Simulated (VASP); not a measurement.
Runs of VASP 6.6.1 on Os2F. The structure is that of space group R-3m (No. 166), or close to it. The cells are those of the table. 

```csv
task,spin,cell,k mesh,cutoff (eV),gap on the mesh (eV),pressure (GPa),largest force (eV/Å)
single point,off,"a = 6.365 Å, angles 24.9°, 3 atoms",18 × 18 × 18,520,none,-0.3,(a)
single point,"collinear, ferromagnetic start","a = 4.993 Å, angles 36.0°, 3 atoms",6 × 6 × 6,520,none,24.8,(b)
relaxation of cell and atoms,off,"relaxed from a = 4.993 Å, angles 36.0°, 3 atoms",6 × 6 × 6,600,none,0.1,0.02
single point,off,"a = 6.366 Å, angles 24.9°, 3 atoms",6 × 6 × 6,520,none,-0.4,-
```

Alike in all rows: level PBE; potentials or basis VASP PAW PBE potentials, release 64 (Os, F); smearing gaussian 0.1 eV.

**Question.** Fill in the values left out.

**Answer.** (a) 0.03; (b) 6.86.

Caveats: some runs use coarse meshes; spin-orbit coupling is left out, which moves the levels of the heavy elements; an odd number of electrons without spin polarisation forces a metal (some runs); a magnetic or distorted state may lie lower (some runs); forces of over 1 eV/Å act on the atoms, so gaps and moduli don't describe the material at rest (some runs).

A k mesh can miss the band edges, and the runs leave out spin-orbit coupling on Os.

A gap of «none» marks levels without a gap at the run's occupations.
